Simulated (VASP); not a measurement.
# CuAu in VASP: notebook

The runs below take CuAu through single point, with PBE.

Everything below comes from runs of VASP 6.6.1. Logs are shortened: lines on timing, memory, paths and dates and some standing lists are left out, and cuts for length are marked.

### Step 1. The cell of the first run

The cell holds a slab with vacuum, 6 atoms: a = 4.571 Å, b = 4.571 Å, c = 22.132 Å, α = 90.00°, β = 90.00°, γ = 36.81°.

### Step 2. Single point, PBE

Input file INCAR:

```
PREC = Accurate
ENCUT = 520
EDIFF = 1E-6
ISMEAR = -1
SIGMA = 0.1
LREAL = F
LASPH = T
NELM = 60
ALGO = Normal
ISIF = 2
LWAVE = F
LCHARG = T
LDIPOL = T
IDIPOL = 3
DIPOL = 0.5 0.5 0.500
GGA = PE
LELF = T
LVHAR = T
LVACPOTAV = T
NBANDS = 42
```

Input file KPOINTS:

```
Automatic mesh
0
Gamma
  6 6 1
```

Input file POSCAR:

```
CuAu
1.0
    4.5707266756      0.0000000000      0.0000000000
    3.6595310599      2.7384989246      0.0000000000
    0.0000000000      0.0000000000     22.1322356818
Cu Au
3 3
Direct
    0.7223217553      0.7223217785      0.4168782255
    0.1669652658      0.1669653356      0.5277072582
    0.6116087763      0.6116088926      0.6385362909
    0.0000000000      0.0000000000      0.3614637091
    0.4446435105      0.4446435571      0.4722927418
    0.8892870210      0.8892871141      0.5831217745
```

Potentials or basis: VASP PAW PBE potentials, release 64 (Cu, Au).

On the command line:

```console
$ cat potpaw_PBE.64/Cu/POTCAR potpaw_PBE.64/Au/POTCAR > POTCAR
$ mpirun -np 1 vasp_std > vasp.out
```

OUTCAR:

```text
PREC = Accurate
   ENCUT = 520
   EDIFF = 1E-6
   ISMEAR = -1
   LREAL = F
   LASPH = T
   NELM = 60
   ISIF = 2
   GGA = PE

 ion  position               nearest neighbor table
   1  0.722  0.722  0.417-   5 2.70   4 2.70   5 2.70   5 2.70   4 2.70   4 2.70
   2  0.167  0.167  0.528-   6 2.70   5 2.70   6 2.70   6 2.70   5 2.70   5 2.70
   3  0.612  0.612  0.639-   6 2.70   6 2.70   6 2.70
   4  0.000  0.000  0.361-   1 2.70   1 2.70   1 2.70   5 2.89   5 2.89
   5  0.445  0.445  0.472-   1 2.70   2 2.70   1 2.70   1 2.70   2 2.70   2 2.70   4 2.89   6 2.89
                             4 2.89   6 2.89
   6  0.889  0.889  0.583-   2 2.70   3 2.70   2 2.70   2 2.70   3 2.70   3 2.70   5 2.89   5 2.89

  LATTYP: Found a base centered orthorhombic cell.
 ALAT       =     2.8861139635
 B/A-ratio  =     3.0053902290
 C/A-ratio  =     7.6685245150

  Lattice vectors:

 A1 = (  -3.6595310599,  -2.7384989246,   0.0000000000)
 A2 = (   4.5707266756,   0.0000000000,   0.0000000000)
 A3 = (   0.0000000000,   0.0000000000,  22.1322356818)

Analysis of symmetry for initial positions (statically):
=====================================================================
 Subroutine PRICEL returns:
 Original cell was already a primitive cell.

 Routine SETGRP: Setting up the symmetry group for a
 base centered orthorhombic supercell.

 Subroutine GETGRP returns: Found  2 space group operations
 (whereof  2 operations were pure point group operations)
 out of a pool of  8 trial point group operations.

The static configuration has the point symmetry C_1h.

Analysis of symmetry for dynamics (positions and initial velocities):
=====================================================================
 Subroutine PRICEL returns:
 Original cell was already a primitive cell.

 Routine SETGRP: Setting up the symmetry group for a
 base centered orthorhombic supercell.

 Subroutine GETGRP returns: Found  2 space group operations
 (whereof  2 operations were pure point group operations)
 out of a pool of  8 trial point group operations.

The dynamic configuration has the point symmetry C_1h.

 Subroutine INISYM returns: Found  2 space group operations
 (whereof  2 operations are pure point group operations),
 and found     1 'primitive' translations

----------------------------------------------------------------------------------------

                                     Primitive cell

  volume of cell :     277.0276

  direct lattice vectors                    reciprocal lattice vectors
     4.570726676  0.000000000  0.000000000     0.218783592 -0.292366502  0.000000000
     3.659531060  2.738498925  0.000000000     0.000000000  0.365163554  0.000000000
     0.000000000  0.000000000 22.132235682     0.000000000  0.000000000  0.045182964

  length of vectors
     4.570726676  4.570726850 22.132235682     0.365163568  0.365163554  0.045182964

  position of ions in fractional coordinates (direct lattice)
     0.722321755  0.722321779  0.416878225
     0.166965266  0.166965336  0.527707258
     0.611608776  0.611608893  0.638536291
     0.000000000  0.000000000  0.361463709
     0.444643511  0.444643557  0.472292742
     0.889287021  0.889287114  0.583121775

  ion indices of the primitive-cell ions
   primitive index   ion index
                 1           1
                 2           2
                 3           3
                 4           4
                 5           5
                 6           6

----------------------------------------------------------------------------------------

 KPOINTS: Automatic mesh

Automatic generation of k-mesh.
 Grid dimensions read from file:
 generate k-points for:    6    6    1

 Generating k-lattice:

  Cartesian coordinates                     Fractional coordinates (reciprocal lattice)
     0.036463932 -0.048727750  0.000000000     0.166666667  0.000000000  0.000000000
     0.000000000  0.060860592  0.000000000     0.000000000  0.166666667  0.000000000
     0.000000000  0.000000000  0.045182964     0.000000000  0.000000000  1.000000000

  Length of vectors
     0.060860595  0.060860592  0.045182964

  Shift w.r.t. Gamma in fractional coordinates (k-lattice)
     0.000000000  0.000000000  0.000000000

 Subroutine IBZKPT returns following result:
 ===========================================

 Found     13 irreducible k-points:

 Following reciprocal coordinates:
            Coordinates               Weight
  0.000000  0.000000  0.000000      1.000000
  0.166667 -0.000000  0.000000      4.000000
  0.333333 -0.000000  0.000000      4.000000
  0.500000 -0.000000  0.000000      2.000000
  0.166667  0.166667  0.000000      2.000000
  0.333333  0.166667  0.000000      4.000000
  0.500000  0.166667  0.000000      4.000000
 -0.333333  0.166667  0.000000      4.000000
 -0.166667  0.166667  0.000000      2.000000
  0.333333  0.333333  0.000000      2.000000
  0.500000  0.333333  0.000000      4.000000
 -0.333333  0.333333  0.000000      2.000000
  0.500000  0.500000  0.000000      1.000000
   k-points           NKPTS =     13   k-points in BZ     NKDIM =     13   number of bands    NBANDS=     42
   number of dos      NEDOS =    301   number of ions     NIONS =      6
   total plane-waves  NPLWV = 217728
   dimension x,y,z NGX =    36 NGY =   36 NGZ =  168
   dimension x,y,z NGXF=    72 NGYF=   72 NGZF=  336
   ions per type =               3   3
   NGX,Y,Z   is equivalent  to a cutoff of  13.09, 13.09, 12.62 a.u.
   NGXF,Y,Z  is equivalent  to a cutoff of  26.19, 26.19, 25.24 a.u.
 SYSTEM =  unknown system
   PREC   = accura    normal or accurate (medium, high low for compatibility)
   ISTART =      0    job   : 0-new  1-cont  2-samecut
   ICHARG =      2    charge: 1-file 2-atom 10-const
   ISPIN  =      1    spin polarized calculation?
   LNONCOLLINEAR =      F non collinear calculations
   LSORBIT =      F    spin-orbit coupling
   LASPH  =      T    aspherical Exc in radial PAW
   ENCUT  =  520.0 eV  38.22 Ry    6.18 a.u.   8.50  8.50 41.15*2*pi/ulx,y,z
   NELM   =     60;   NELMIN=  2; NELMDL= -5     # of ELM steps
   EDIFF  = 0.1E-05   stopping-criterion for ELM
   LREAL  =      F    real-space projection
   EDIFFG = 0.1E-04   stopping-criterion for IOM
   NSW    =      0    number of steps for IOM
   IBRION =     -1    ionic relax: 0-MD 1-quasi-New 2-CG
   NFREE  =      0    steps in history (QN), initial steepest desc. (CG)
   ISIF   =      2    stress and relaxation
   ISYM   =      2    0-nonsym 1-usesym 2-fastsym
   POTIM  = 0.5000    time-step for ionic-motion
   TEBEG  =    0.0;   TEEND  =   0.0 temperature during run
   PSTRESS=    0.0 pullay stress
   NELECT =      66.0000    total number of electrons
   NUPDOWN=      -1.0000    fix difference up-down
   EMIN   =  10.00;   EMAX   =-10.00  energy-range for DOS
   EFERMI =   0.00;   METHOD = LEGACY
   ISMEAR =    -1;   SIGMA  =   0.10  broadening in eV -4-tet -1-fermi 0-gaus
   EFERMI_NEDOS =   21; number of points for ismear=-14 and -15
   IALGO  =     38    algorithm
   IMIX   =      4    mixing-type and parameters
     AMIX     =   0.40;   BMIX     =  1.00
     AMIX_MAG =   1.60;   BMIX_MAG =  1.00
  volume/ion in A,a.u.               =      46.17       311.58
  Fermi-wavevector in a.u.,A,eV,Ry     =   1.014881  1.917847 14.013774  1.029983
  Thomas-Fermi vector in A             =   2.148134
   LORBIT       =      0    0 simple, 1 ext, 2 COOP (PROOUT), +10 PAW based schemes
   GGA     = PE    functional components
   LHFCALC =     F    Hartree Fock is set to
   AEXX    =    0.0000 exact exchange contribution
   IVDW    =     0    specifies the selected vdW correction
   LEPSILON=     F    determine dielectric tensor
   LRPA    =     F    only Hartree local field effects (RPA)
 non-spin polarized calculation
  energy-cutoff  :      520.00
  volume of cell :      277.03
 maximum number of plane-waves:      7547
 NGX is ok and might be reduce to    36
   NGX = 17   NGY = 17   NGZ = 83

 dipolmoment           0.000000      0.000000      0.011846 electrons x Angstroem

 number of electron      65.9999981 magnetization

 dipolmoment           0.000000      0.000000     -0.044464 electrons x Angstroem

 Free energy of the ion-electron system (eV)
  ---------------------------------------------------
  ext. energy  EPLUGINS =         0.00000000
  ---------------------------------------------------
  free energy    TOTEN  =       -18.89926629 eV

  energy without entropy =      -18.79533234  energy(sigma->0) =      -18.84729931

 E-fermi :  -0.4145     XC(G=0):  -4.9721

 val. band max:       -0.4678229929   @ k =   0.5000  -0.0000   0.0000
 cond. band min:      -0.4119900228   @ k =   0.5000   0.5000   0.0000
 fundamental gap:      0.0558329702
 Fermi energy:        -0.4144717746

 k-point     1 :       0.0000    0.0000    0.0000
  band No.  band energies     occupation
      1      -8.9582      2.00000
      2      -7.2953      2.00000
      3      -6.5479      2.00000
      4      -6.2324      2.00000
      5      -5.7859      2.00000
      6      -5.4680      2.00000
[... 34 lines left out ...]
     41       4.9895      0.00000
     42       5.4279      0.00000

 k-point     2 :       0.1667   -0.0000    0.0000
  band No.  band energies     occupation
      1      -8.3235      2.00000
      2      -6.7155      2.00000
      3      -6.0065      2.00000
      4      -5.8943      2.00000
      5      -5.5771      2.00000
      6      -5.2745      2.00000
[... 34 lines left out ...]
     41       5.4033      0.00000
     42       5.9071      0.00000

 k-point     3 :       0.3333   -0.0000    0.0000
  band No.  band energies     occupation
      1      -6.9428      2.00000
      2      -6.3075      2.00000
      3      -5.8880      2.00000
      4      -5.7389      2.00000
      5      -5.4575      2.00000
      6      -5.2422      2.00000
[... 402 lines left out ...]
      4      -5.9683      2.00000
      5      -5.2947      2.00000
      6      -5.0911      2.00000
[... 34 lines left out ...]
     41       6.2175      0.00000
     42       6.3462      0.00000

 k-point    13 :       0.5000    0.5000    0.0000
  band No.  band energies     occupation
      1      -7.7244      2.00000
      2      -6.8816      2.00000
      3      -6.4776      2.00000
      4      -6.3159      2.00000
      5      -5.9430      2.00000
      6      -5.3028      2.00000
[... 34 lines left out ...]
     41       5.7645      0.00000
     42       6.0386      0.00000

------------------------ aborting loop because EDIFF is reached ----------------------------------------

  FORCE on cell =-STRESS in cart. coord.  units (eV):
  Direction    XX          YY          ZZ          XY          YZ          ZX
  --------------------------------------------------------------------------------------
  -------------------------------------------------------------------------------------
  Total       -2.1903805     -4.1160641     -1.7056887      0.7205131      0.0234421      0.0704526
  in kB      -12.6679704    -23.8050776     -9.8647761      4.1670561      0.1355765      0.4074596
  external PRESSURE =     -15.4459414 kB  Pullay stress =       0.0000000 kB

 VOLUME and BASIS-vectors are now :
 -----------------------------------------------------------------------------
  energy-cutoff  :      520.00
  volume of cell :      277.03
      direct lattice vectors                 reciprocal lattice vectors
     4.570726676  0.000000000  0.000000000     0.218783592 -0.292366502  0.000000000
     3.659531060  2.738498925  0.000000000     0.000000000  0.365163554  0.000000000
     0.000000000  0.000000000 22.132235682     0.000000000  0.000000000  0.045182964

 POSITION                                       TOTAL-FORCE (eV/Angst)
 -----------------------------------------------------------------------------------
      5.94489      1.97808      9.22645        -0.125405     -0.041727      0.128738
      1.37417      0.45723     11.67934         0.063131      0.021006      0.166900
      5.03370      1.67489     14.13224         0.048110      0.016008     -0.898001
      0.00000      0.00000      8.00000         0.098659      0.032827      0.069556
      3.65953      1.21766     10.45289        -0.046270     -0.015396     -0.194647
      7.31906      2.43531     12.90579        -0.038225     -0.012719      0.727455
 -----------------------------------------------------------------------------------
    total drift:                                0.000866      0.000169     -0.002118

  FREE ENERGIE OF THE ION-ELECTRON SYSTEM (eV)
  ---------------------------------------------------
  free  energy   TOTEN  =       -18.8992662870 eV

  energy  without entropy=      -18.7953323357  energy(sigma->0) =      -18.84729931

 vacuum level on the upper side and lower side of the slab         3.814         4.456
```

Run time: 11 min. Hardware: 1 thread of Intel Xeon Platinum 8488C (Sapphire Rapids), shared host; peak memory 0.53 GiB.

Results:

```yaml
Free_energy: -18.8993 eV
Largest_force: 0.899 eV/Å
Band_gap_on_the_k_mesh: zero (bands 33 and 34 overlap by 1.92 eV)
```

Forces in eV/Å, atoms in the order of the input:
```
Cu  -0.125 -0.042  0.129
Cu   0.063  0.021  0.167
Cu   0.048  0.016 -0.898
Au   0.099  0.033  0.070
Au  -0.046 -0.015 -0.195
Au  -0.038 -0.013  0.727
```

Caveat: the k points lie up to 0.38 Å⁻¹ apart, too coarse for converged energies and pressures of a metal; spin-orbit coupling is left out, which moves the levels of the heavy elements.

(Continued in part 2 of 2.)
